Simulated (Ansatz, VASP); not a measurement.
## One calculation of TaAl5, two programs

The input INCAR:

```
SYSTEM = TaAl5
  PREC = Accurate
  ENCUT = 600
  EDIFF = 1E-6
  ISMEAR = 0
  SIGMA = 0.1
  LREAL = .False.
  LASPH = .True.
  NELM = 100
  ALGO = Fast
  ISIF = 3
  LWAVE = .False.
  LCHARG = .False.
  GGA = PE
  IBRION = 2
  NSW = 90
  EDIFFG = -0.04
```

The input KPOINTS:

```
regular mesh
0
Gamma
  4 4 4
  0 0 0
```

POSCAR

```
TaAl5
1.0
    4.5485397800      0.0000000000      0.0000000000
    0.0000000000      4.5485397800      0.0000000000
    0.0000000000      0.0000000000      5.2514212700
Ta Al
1 5
Direct
    0.0000000000      0.0000000000      0.5000000000
    0.7009663800      0.7009663800      0.5000000000
    0.2990336200      0.2990336200      0.5000000000
    0.2990336200      0.7009663800      0.5000000000
    0.7009663800      0.2990336200      0.5000000000
    0.0000000000      0.0000000000      0.0000000000
```

Input for Ansatz:

```yaml
crystal:
  lattice:
    - [4.54853978, 0.0, 0.0]
    - [0.0, 4.54853978, 0.0]
    - [0.0, 0.0, 5.25142127]
  atoms:
    - { symbol: Ta, position: [0.0, 0.0, 0.5] }
    - { symbol: Al, position: [0.70096638, 0.70096638, 0.5] }
    - { symbol: Al, position: [0.29903362, 0.29903362, 0.5] }
    - { symbol: Al, position: [0.29903362, 0.70096638, 0.5] }
    - { symbol: Al, position: [0.70096638, 0.29903362, 0.5] }
    - { symbol: Al, position: [0.0, 0.0, 0.0] }
basis:
  ecutwfc: 420
kpoints:
  mp_grid: { grid: [4, 4, 4] }
hamiltonian:
  xc: pbe
scf:
  occupations: { method: gaussian, width: 0.1 }
  lower_state_search: "off"
output:
  forces: true
  stress: true
  eigenvalues: true
relax:
  adjacent_minimum: "off"
  f_tol: 0.04
  max_steps: 70
  cell: { stress_tol: 0.4 }
```

Alike in both runs: task relaxation of cell and atoms; functional PBE; k mesh 4 × 4 × 4; occupations gaussian, width 0.1 eV; no spin polarisation.

|  | VASP | Ansatz |
| --- | --- | --- |
| version | VASP 6.6.1 | Ansatz 0.2.0 |
| potentials or method | VASP PAW PBE potentials, release 64 (Ta_pv, Al), cutoff 600 eV | scalar-relativistic, plane waves, PAW |
| valence electrons in the cell | 26 | 28 |

```csv
,VASP,Ansatz,Ansatz less VASP
"gap on the k mesh at the Fermi level, each at its own relaxed structure (eV)",none,none,-
relaxed volume (Å³/atom),34.38,34.46,+0.080
relaxed cell length with the largest relative difference (Å),6.317,6.323,+0.0061
```

A gap of «none» marks a metal or a gap that the smearing closes. VASP's potentials hold 26 valence electrons a cell and Ansatz's 28, so a difference there can come from the potentials and not from the codes.

Neither program's run includes spin-orbit coupling. Noted on VASP's run: the volume moved by over 15 % at a fixed basis, so the end points are rough.
